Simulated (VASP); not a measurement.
Wanted: the native input for a VASP 6.6.1 run.

```yaml
Task: single point
Functional: PBEsol
Potentials_or_basis: VASP PAW PBE potentials, release 64 (Na_pv, Cl)
Cutoff: 520 eV
k_mesh: 8 × 8 × 8
Occupations: gaussian, width 0.01 eV
Spin: no spin polarisation
Dipole_correction: no
Further_INCAR_settings: ALGO = Normal; EDIFF = 1e-06; NBANDS = 14
```

The structure of NaCl lies in POSCAR:

```
NaCl
1.0
    0.0000000000      2.8009525376      2.8009525376
    2.8009525376      0.0000000000      2.8009525376
    2.8009525376      2.8009525376      0.0000000000
Na Cl
1 1
Direct
    0.0000000000      0.0000000000      0.0000000000
    0.5000000000      0.5000000000      0.5000000000
```

These files were run (other wordings do the same):

INCAR

```
ALGO = Normal
EDIFF = 1E-6
ENCUT = 520
GGA = PS
ISIF = 2
ISMEAR = 0
LASPH = True
LCHARG = True
LELF = True
LREAL = False
LVHAR = True
LWAVE = False
NBANDS = 14
NELM = 60
PREC = Accurate
SIGMA = 0.01
```

KPOINTS

```
k-points
0
Gamma
  8 8 8
```

Potentials or basis: VASP PAW PBE potentials, release 64 (Na_pv, Cl).

Launch:

```sh
$ cat potpaw_PBE.64/Na_pv/POTCAR potpaw_PBE.64/Cl/POTCAR > POTCAR
$ mpirun -np 1 vasp_std > vasp.out
```

Results of the run:

The pressure is 0.0 GPa. The band gap on the k mesh is 5.01 eV.

Caveat: the PAW data sets were made with another functional, which shifts forces and pressure a little.

Run time: 19 s on 1 thread of Intel(R) Xeon(R) Platinum 8488C (Sapphire Rapids), on a shared host, peak memory 0.16 GiB.
